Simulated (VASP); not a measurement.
# Pb in VASP: notebook, part 2 of 2

VASP 6.6.1. The steps go on from the part before.

## Step 4: Single point, LDA

This run uses another cell than the first one, of 31.03 Å³/atom, 0.943 times its volume.

Contents of INCAR:

```
SYSTEM = Pb
  PREC = Accurate
  ENCUT = 520
  EDIFF = 1E-6
  ISMEAR = -1
  SIGMA = 0.05
  LREAL = .FALSE.
  LASPH = .TRUE.
  NELM = 60
  ALGO = Fast
  ISIF = 2
  LWAVE = .FALSE.
  LCHARG = .FALSE.
  GGA = CA
  NBANDS = 13
```

Contents of KPOINTS:

```
Automatic mesh
0
G
  9 9 9
  0 0 0
```

Contents of POSCAR:

```
Pb
1.0
   -1.9796595667      1.9796595667      1.9796595667
    1.9796595667     -1.9796595667      1.9796595667
    1.9796595667      1.9796595667     -1.9796595667
Pb
1
Direct
    0.0000000000      0.0000000000      0.0000000000
```

Potentials or basis: VASP PAW LDA potentials, release 64 (Pb_d).

Launch:

```bash
> cat potpaw_LDA.64/Pb_d/POTCAR > POTCAR
> mpirun -np 1 vasp_std > vasp.out
```

OUTCAR:

```text
SYSTEM = Pb
   PREC = Accurate
   ENCUT = 520
   EDIFF = 1E-6
   ISMEAR = -1
   LREAL = .FALSE.
   LASPH = .TRUE.
   NELM = 60
   ISIF = 2
   GGA = CA

 ion  position               nearest neighbor table
   1  0.000  0.000  0.000-

  LATTYP: Found a body centered cubic cell.
 ALAT       =     3.9593191334

  Lattice vectors:

 A1 = (  -1.9796595667,   1.9796595667,   1.9796595667)
 A2 = (   1.9796595667,  -1.9796595667,   1.9796595667)
 A3 = (   1.9796595667,   1.9796595667,  -1.9796595667)

Analysis of symmetry for initial positions (statically):
=====================================================================
 Subroutine PRICEL returns:
 Original cell was already a primitive cell.

 Routine SETGRP: Setting up the symmetry group for a
 body centered cubic supercell.

 Subroutine GETGRP returns: Found 48 space group operations
 (whereof 48 operations were pure point group operations)
 out of a pool of 48 trial point group operations.

The static configuration has the point symmetry O_h .

Analysis of symmetry for dynamics (positions and initial velocities):
=====================================================================
 Subroutine PRICEL returns:
 Original cell was already a primitive cell.

 Routine SETGRP: Setting up the symmetry group for a
 body centered cubic supercell.

 Subroutine GETGRP returns: Found 48 space group operations
 (whereof 48 operations were pure point group operations)
 out of a pool of 48 trial point group operations.

The dynamic configuration has the point symmetry O_h .

 Subroutine INISYM returns: Found 48 space group operations
 (whereof 48 operations are pure point group operations),
 and found     1 'primitive' translations

----------------------------------------------------------------------------------------

                                     Primitive cell

  volume of cell :      31.0336

  direct lattice vectors                    reciprocal lattice vectors
    -1.979659567  1.979659567  1.979659567     0.000000000  0.252568678  0.252568678
     1.979659567 -1.979659567  1.979659567     0.252568678  0.000000000  0.252568678
     1.979659567  1.979659567 -1.979659567     0.252568678  0.252568678  0.000000000

  length of vectors
     3.428870951  3.428870951  3.428870951     0.357186050  0.357186050  0.357186050

  position of ions in fractional coordinates (direct lattice)
     0.000000000  0.000000000  0.000000000

  ion indices of the primitive-cell ions
   primitive index   ion index
                 1           1

----------------------------------------------------------------------------------------

 KPOINTS: Automatic mesh

Automatic generation of k-mesh.
 Grid dimensions read from file:
 generate k-points for:    9    9    9

 Generating k-lattice:

  Cartesian coordinates                     Fractional coordinates (reciprocal lattice)
     0.000000000  0.028063186  0.028063186     0.111111111  0.000000000  0.000000000
     0.028063186  0.000000000  0.028063186     0.000000000  0.111111111  0.000000000
     0.028063186  0.028063186  0.000000000     0.000000000  0.000000000  0.111111111

  Length of vectors
     0.039687339  0.039687339  0.039687339

  Shift w.r.t. Gamma in fractional coordinates (k-lattice)
     0.000000000  0.000000000  0.000000000

 Subroutine IBZKPT returns following result:
 ===========================================

 Found     35 irreducible k-points:

 Following reciprocal coordinates:
            Coordinates               Weight
  0.000000  0.000000  0.000000      1.000000
  0.111111  0.000000  0.000000     12.000000
  0.222222  0.000000  0.000000     12.000000
  0.333333  0.000000  0.000000     12.000000
  0.444444  0.000000  0.000000     12.000000
  0.111111  0.111111  0.000000     24.000000
[... 16 lines left out ...]
 -0.333333  0.444444  0.111111     48.000000
 -0.444444 -0.444444  0.111111     24.000000
 [... further k-points ...]
   k-points           NKPTS =     35   k-points in BZ     NKDIM =     35   number of bands    NBANDS=     13
   number of dos      NEDOS =    301   number of ions     NIONS =      1
   total plane-waves  NPLWV =  21952
   dimension x,y,z NGX =    28 NGY =   28 NGZ =   28
   dimension x,y,z NGXF=    56 NGYF=   56 NGZF=   56
   ions per type =               1
   NGX,Y,Z   is equivalent  to a cutoff of  13.58, 13.58, 13.58 a.u.
   NGXF,Y,Z  is equivalent  to a cutoff of  27.15, 27.15, 27.15 a.u.
 SYSTEM =  Pb
   PREC   = accura    normal or accurate (medium, high low for compatibility)
   ISTART =      0    job   : 0-new  1-cont  2-samecut
   ICHARG =      2    charge: 1-file 2-atom 10-const
   ISPIN  =      1    spin polarized calculation?
   LNONCOLLINEAR =      F non collinear calculations
   LSORBIT =      F    spin-orbit coupling
   LASPH  =      T    aspherical Exc in radial PAW
   ENCUT  =  520.0 eV  38.22 Ry    6.18 a.u.   6.38  6.38  6.38*2*pi/ulx,y,z
   NELM   =     60;   NELMIN=  2; NELMDL= -5     # of ELM steps
   EDIFF  = 0.1E-05   stopping-criterion for ELM
   LREAL  =      F    real-space projection
   EDIFFG = 0.1E-04   stopping-criterion for IOM
   NSW    =      0    number of steps for IOM
   IBRION =     -1    ionic relax: 0-MD 1-quasi-New 2-CG
   NFREE  =      0    steps in history (QN), initial steepest desc. (CG)
   ISIF   =      2    stress and relaxation
   ISYM   =      2    0-nonsym 1-usesym 2-fastsym
   POTIM  = 0.5000    time-step for ionic-motion
   TEBEG  =    0.0;   TEEND  =   0.0 temperature during run
   PSTRESS=    0.0 pullay stress
   NELECT =      14.0000    total number of electrons
   NUPDOWN=      -1.0000    fix difference up-down
   EMIN   =  10.00;   EMAX   =-10.00  energy-range for DOS
   EFERMI =   0.00;   METHOD = LEGACY
   ISMEAR =    -1;   SIGMA  =   0.05  broadening in eV -4-tet -1-fermi 0-gaus
   EFERMI_NEDOS =   21; number of points for ismear=-14 and -15
   IALGO  =     68    algorithm
   IMIX   =      4    mixing-type and parameters
     AMIX     =   0.40;   BMIX     =  1.00
     AMIX_MAG =   1.60;   BMIX_MAG =  1.00
  volume/ion in A,a.u.               =      31.03       209.42
  Fermi-wavevector in a.u.,A,eV,Ry     =   1.255568  2.372680 21.448927  1.576452
  Thomas-Fermi vector in A             =   2.389319
   LORBIT       =      0    0 simple, 1 ext, 2 COOP (PROOUT), +10 PAW based schemes
   GGA     = CA    functional components
   LHFCALC =     F    Hartree Fock is set to
   AEXX    =    0.0000 exact exchange contribution
   IVDW    =     0    specifies the selected vdW correction
   LEPSILON=     F    determine dielectric tensor
   LRPA    =     F    only Hartree local field effects (RPA)
 non-spin polarized calculation
 RMM-DIIS sequential band-by-band and
  energy-cutoff  :      520.00
  volume of cell :       31.03
 maximum number of plane-waves:       887
 NGX is ok and might be reduce to    28
   NGX = 13   NGY = 13   NGZ = 13

 number of electron      14.0000002 magnetization

 Free energy of the ion-electron system (eV)
  ---------------------------------------------------
  ext. energy  EPLUGINS =         0.00000000
  ---------------------------------------------------
  free energy    TOTEN  =        -4.18129780 eV

  energy without entropy =       -4.17552798  energy(sigma->0) =       -4.17841289

 E-fermi :   6.7873     XC(G=0): -10.3502

 val. band max:        6.6831457088   @ k =   0.3333   0.2222   0.0000
 cond. band min:       6.8865054776   @ k =  -0.2222   0.3333   0.1111
 fundamental gap:      0.2033597687
 Fermi energy:         6.7872585415

 k-point     1 :       0.0000    0.0000    0.0000
  band No.  band energies     occupation
      1     -10.3110      2.00000
      2     -10.3110      2.00000
      3     -10.3110      2.00000
      4     -10.0823      2.00000
      5     -10.0823      2.00000
      6      -4.8688      2.00000
      7      14.1020      0.00000
      8      14.1020      0.00000
      9      14.1020      0.00000
     10      17.8745      0.00000
     11      17.8745      0.00000
     12      17.8745      0.00000
     13      18.3880      0.00000
[... 353 lines left out ...]
 k-point    24 :      -0.4444   -0.4444    0.1111
  band No.  band energies     occupation
      1     -10.3079      2.00000
      2     -10.2548      2.00000
      3     -10.1595      2.00000
      4     -10.1004      2.00000
      5      -9.9679      2.00000
      6      -0.6814      2.00000
      7       3.5792      2.00000
      8       7.4169      0.00001
      9      11.2161      0.00000
     10      15.5508      0.00000
     11      16.9567      0.00000
     12      17.7504      0.00000
     13      19.4903      0.00000

 [... further k-points ...]
[... 5 lines left out ...]
  --------------------------------------------------------------------------------------
  -------------------------------------------------------------------------------------
  Total       -0.6471067     -0.6471067     -0.6471067      0.0000000      0.0000000     -0.0000000
  in kB      -33.4083443    -33.4083443    -33.4083443      0.0000000      0.0000000     -0.0000000
  external PRESSURE =     -33.4083443 kB  Pullay stress =       0.0000000 kB

 VOLUME and BASIS-vectors are now :
 -----------------------------------------------------------------------------
  energy-cutoff  :      520.00
  volume of cell :       31.03
      direct lattice vectors                 reciprocal lattice vectors
    -1.979659567  1.979659567  1.979659567     0.000000000  0.252568678  0.252568678
     1.979659567 -1.979659567  1.979659567     0.252568678  0.000000000  0.252568678
     1.979659567  1.979659567 -1.979659567     0.252568678  0.252568678  0.000000000

 POSITION                                       TOTAL-FORCE (eV/Angst)
 -----------------------------------------------------------------------------------
      0.00000      0.00000      0.00000         0.000000      0.000000      0.000000
 -----------------------------------------------------------------------------------
    total drift:                               -0.000000     -0.000000     -0.000000

  FREE ENERGIE OF THE ION-ELECTRON SYSTEM (eV)
  ---------------------------------------------------
  free  energy   TOTEN  =        -4.1812977959 eV

  energy  without entropy=       -4.1755279844  energy(sigma->0) =       -4.17841289
```

Run time: 26 s. Hardware: 1 thread of Intel Xeon Platinum 8259CL at 2.50GHz (Skylake/Cascade Lake), shared host; peak memory 0.14 GiB.

Results:

```
Free energy            : -4.1813 eV
Pressure               : -3.3 GPa
Band gap on the k mesh : zero (band 7 reaches 14.10 eV, above the bottom of band 8 at 4.75 eV)
```

Caveat: spin-orbit coupling is left out, which moves the levels of the heavy elements.

## Step 5: Summary

| level | potentials or basis | cell | gap on the mesh (eV) | pressure (GPa) |
| --- | --- | --- | --- | --- |
| PBEsol | VASP PAW PBE potentials, release 64 (Pb_d) | a = 3.496 Å, angles 109.5°, 1 atom | none | -3.8 |
| PBEsol | VASP PAW PBE potentials, release 64 (Pb_d) | a = 3.579, b = 3.371, c = 3.362 Å, angles 107.3, 111.4, 110.1°, 1 atom | none | -1.4 |
| LDA | VASP PAW LDA potentials, release 64 (Pb_d) | a = 3.429 Å, angles 109.5°, 1 atom | none | -3.3 |

Alike in all rows: task single point; no spin polarisation; k mesh 9 × 9 × 9; cutoff (eV) 520; smearing fermi-dirac 0.05 eV.

Caveats: spin-orbit coupling is left out, which moves the levels of the heavy elements; the PAW data sets were made with another functional, which shifts forces and pressure a little (some runs).

Absolute energies hang on the potentials; compare differences alone.
